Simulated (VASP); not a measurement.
# RbNa3Te2 (R-3m) in VASP: notebook, part 2 of 2

VASP 6.6.1.

## (5) Relaxation of cell and atoms, PBE

This run uses another cell than the first one, of 53.47 Å³/atom.

Contents of INCAR:

```
PREC = Accurate
ENCUT = 600
EDIFF = 1E-6
ISMEAR = 0
SIGMA = 0.02
LREAL = F
LASPH = T
NELM = 80
ALGO = Normal
ISIF = 3
LWAVE = F
LCHARG = F
GGA = PE
IBRION = 2
NSW = 100
EDIFFG = -0.01
```

Contents of KPOINTS:

```
regular mesh
0
Gamma
  6 6 6
```

Contents of POSCAR:

```
RbNa3Te2
1.0
    3.3966624153      1.9610639598      8.0268485201
   -3.3966624153      1.9610639598      8.0268485201
    0.0000000000     -3.9221279196      8.0268485201
Rb Na Te
1 3 2
Direct
    0.0000000000      0.0000000000      0.0000000000
    0.0000000000      0.0000000000      0.5000000000
    0.5000000000      0.0000000000      0.0000000000
    0.0000000000      0.5000000000      0.0000000000
    0.7435431103      0.7435431103      0.7435431103
    0.2564568897      0.2564568897      0.2564568897
```

Potentials or basis: VASP PAW PBE potentials, release 64 (Rb_sv, Na_pv, Te).

Run with:

```bash
$ cat potpaw_PBE.64/Rb_sv/POTCAR potpaw_PBE.64/Na_pv/POTCAR potpaw_PBE.64/Te/POTCAR > POTCAR
$ mpirun -np 1 vasp_std > vasp.out
```

OUTCAR:

```text
PREC = Accurate
   ENCUT = 600
   EDIFF = 1E-6
   ISMEAR = 0
   LREAL = F
   LASPH = T
   NELM = 80
   ISIF = 3
   GGA = PE
   IBRION = 2
   NSW = 100
   EDIFFG = -0.01

 ion  position               nearest neighbor table
   1  0.000  0.000  0.000-   5 4.34   6 4.34   5 4.34   5 4.34   6 4.34   6 4.34
   2  0.000  0.000  0.500-   5 2.92   6 2.92
   3  0.500  0.000  0.000-   5 2.92   6 2.92
   4  0.000  0.500  0.000-   5 2.92   6 2.92
   5  0.744  0.744  0.744-   2 2.92   3 2.92   4 2.92   1 4.34   1 4.34   1 4.34
   6  0.256  0.256  0.256-   2 2.92   3 2.92   4 2.92   1 4.34   1 4.34   1 4.34

  LATTYP: Found a trigonal (rhomboedric) cell.
 ALAT       =     8.9338337002
 COS(alpha) =     0.7108927125

  Lattice vectors:

 A1 = (   3.3966624153,   1.9610639598,   8.0268485201)
 A2 = (  -3.3966624153,   1.9610639598,   8.0268485201)
 A3 = (   0.0000000000,  -3.9221279196,   8.0268485201)

Analysis of symmetry for initial positions (statically):
=====================================================================
 Subroutine PRICEL returns:
 Original cell was already a primitive cell.

 Routine SETGRP: Setting up the symmetry group for a
 trigonal (rhombohedral) supercell.

 Subroutine GETGRP returns: Found 12 space group operations
 (whereof 12 operations were pure point group operations)
 out of a pool of 12 trial point group operations.

The static configuration has the point symmetry D_3d.

Analysis of symmetry for dynamics (positions and initial velocities):
=====================================================================
 Subroutine PRICEL returns:
 Original cell was already a primitive cell.

 Routine SETGRP: Setting up the symmetry group for a
 trigonal (rhombohedral) supercell.

 Subroutine GETGRP returns: Found 12 space group operations
 (whereof 12 operations were pure point group operations)
 out of a pool of 12 trial point group operations.
[... 149 lines left out ...]

 number of electron      42.0000001 magnetization

 Free energy of the ion-electron system (eV)
  ---------------------------------------------------
  ext. energy  EPLUGINS =         0.00000000
  ---------------------------------------------------
  free energy    TOTEN  =       -14.64269186 eV

  energy without entropy =      -14.64269186  energy(sigma->0) =      -14.64269186

------------------------ aborting loop because EDIFF is reached ----------------------------------------

  FORCE on cell =-STRESS in cart. coord.  units (eV):
  Direction    XX          YY          ZZ          XY          YZ          ZX
  --------------------------------------------------------------------------------------
  -------------------------------------------------------------------------------------
  Total        0.0154414      0.0154414      0.5579452      0.0000000      0.0000000      0.0000000
  in kB        0.0771181      0.0771181      2.7865169      0.0000000      0.0000000      0.0000000
  external PRESSURE =       0.9802510 kB  Pullay stress =       0.0000000 kB
[... 101 lines left out ...]
  FREE ENERGIE OF THE ION-ELECTRON SYSTEM (eV)
  ---------------------------------------------------
  free  energy   TOTEN  =       -14.6453116704 eV

  energy  without entropy=      -14.6453116704  energy(sigma->0) =      -14.64531167

[... ionic steps 4 to 7 ...]

--------------------------------------- Ionic step        8  -------------------------------------------

 number of electron      42.0000012 magnetization

------------------------ aborting loop because EDIFF is reached ----------------------------------------
[... 75 lines left out ...]
--------------------------------------- Ionic step       10  -------------------------------------------

 number of electron      42.0000013 magnetization

 Free energy of the ion-electron system (eV)
  ---------------------------------------------------
  ext. energy  EPLUGINS =         0.00000000
  ---------------------------------------------------
  free energy    TOTEN  =       -14.65096577 eV

  energy without entropy =      -14.65096577  energy(sigma->0) =      -14.65096577

 E-fermi :  -0.8465     XC(G=0):  -5.7578

 val. band max:       -0.9995463155   @ k =   0.0000   0.0000   0.0000
 cond. band min:       0.3957672322   @ k =   0.0000   0.0000   0.0000
 fundamental gap:      1.3953135477
 Fermi energy:        -0.8465067681

 k-point     1 :       0.0000    0.0000    0.0000
  band No.  band energies     occupation
      1     -27.9704      2.00000
      2     -24.5789      2.00000
      3     -24.5512      2.00000
      4     -24.5512      2.00000
      5     -24.5238      2.00000
      6     -24.5238      2.00000
[... 661 lines left out ...]
     24       2.1646      0.00000
     25       2.9848      0.00000

 [... further k-points ...]

------------------------ aborting loop because EDIFF is reached ----------------------------------------

  FORCE on cell =-STRESS in cart. coord.  units (eV):
  Direction    XX          YY          ZZ          XY          YZ          ZX
  --------------------------------------------------------------------------------------
  -------------------------------------------------------------------------------------
  Total        0.0317601      0.0317601      0.0489293     -0.0000000     -0.0000000      0.0000000
  in kB        0.1560381      0.1560381      0.2403908     -0.0000000     -0.0000000      0.0000000
  external PRESSURE =       0.1841557 kB  Pullay stress =       0.0000000 kB
[... 21 lines left out ...]
  FREE ENERGIE OF THE ION-ELECTRON SYSTEM (eV)
  ---------------------------------------------------
  free  energy   TOTEN  =       -14.6509657688 eV

  energy  without entropy=      -14.6509657688  energy(sigma->0) =      -14.65096577

 reached required accuracy - stopping structural energy minimisation
```

It took 30 min on 1 thread of Intel Xeon 6975P-C (Granite Rapids), shared host; peak memory 1.1 GiB.

What came out:

```yaml
Free_energy: -14.6510 eV
Relaxed_volume: 54.35 Å³/atom
Relaxed_cell: a = 9.146 Å, b = 9.146 Å, c = 9.146 Å, α = 43.28°, β = 43.28°, γ = 43.28°
Space_group_after_relaxing_to_0.1_Å: R-3m (No. 166)
Energy_gained_by_relaxing: 1.4 meV/atom
Ionic_steps: 10
Pressure_after_relaxing: 0.0 GPa
Largest_force_after_relaxing: 0.006 eV/Å
Band_gap_on_the_k_mesh: 1.40 eV
```

Forces in eV/Å, atoms in the order of the input:
```
Rb   0.000  0.000  0.000
Na   0.000  0.000  0.000
Na   0.000  0.000  0.000
Na   0.000  0.000  0.000
Te   0.000  0.000  0.006
Te   0.000  0.000 -0.006
```

Step by step:
```tsv
step	energy change (eV)	largest force (eV/Å)	pressure (GPa)	volume (Å³)
1	0.0000	0.0232	0.10	320.80
2	-0.0019	0.0230	0.03	322.32
3	-0.0026	0.0756	-0.04	324.07
4	-0.0037	0.0703	-0.04	323.92
5	-0.0061	0.0547	-0.01	323.47
6	-0.0068	0.0216	0.04	322.46
7	-0.0072	0.0342	0.02	322.87
8	-0.0077	0.0164	0.03	323.66
9	-0.0080	0.0065	0.05	324.66
10	-0.0083	0.0058	0.02	326.11
```

Final structure:
```
Rb Na Te
1.0
     3.37281    1.94729    8.27538
    -3.37281    1.94729    8.27538
     0.00000   -3.89458    8.27538
Rb Na Te
1 3 2
Direct
  0.00000 0.00000 0.00000
  0.00000 0.00000 0.50000
  0.50000 0.00000 0.00000
  0.00000 0.50000 0.00000
  0.74533 0.74533 0.74533
  0.25467 0.25467 0.25467
```

Caveat: spin-orbit coupling is left out, which moves the levels of the heavy elements.

## (6) Overview

| task | cell | k mesh | cutoff (eV) | smearing | gap on the mesh (eV) | pressure (GPa) | largest force (eV/Å) |
| --- | --- | --- | --- | --- | --- | --- | --- |
| single point | a = 5.873 Å, angles 67.2°, 6 atoms, atomic positions A | 3 × 3 × 3 | 520 | gaussian 0.1 eV | none | 3.4 | 0.48 |
| single point | a = 8.934 Å, angles 44.7°, 6 atoms, atomic positions B | 3 × 3 × 3 | 520 | gaussian 0.1 eV | 1.38 | 0.1 | 0.02 |
| single point | a = 9.166 Å, angles 43.2°, 6 atoms, atomic positions C | 6 × 6 × 6 | 520 | gaussian 0.02 eV | 1.40 | 0.0 | 0.01 |
| relaxation of cell and atoms | relaxed from a = 8.934 Å, angles 44.7°, 6 atoms, atomic positions B | 6 × 6 × 6 | 600 | gaussian 0.02 eV | 1.40 | 0.0 | 0.01 |

Alike in all rows: level PBE; potentials or basis VASP PAW PBE potentials, release 64 (Rb_sv, Na_pv, Te); no spin polarisation.

Caveats: some runs use coarse meshes; spin-orbit coupling is left out, which moves the levels of the heavy elements.

Absolute energies hang on the potentials; compare differences alone.

The gap in the log of VASP goes by the Fermi energy; the results here count the filled bands.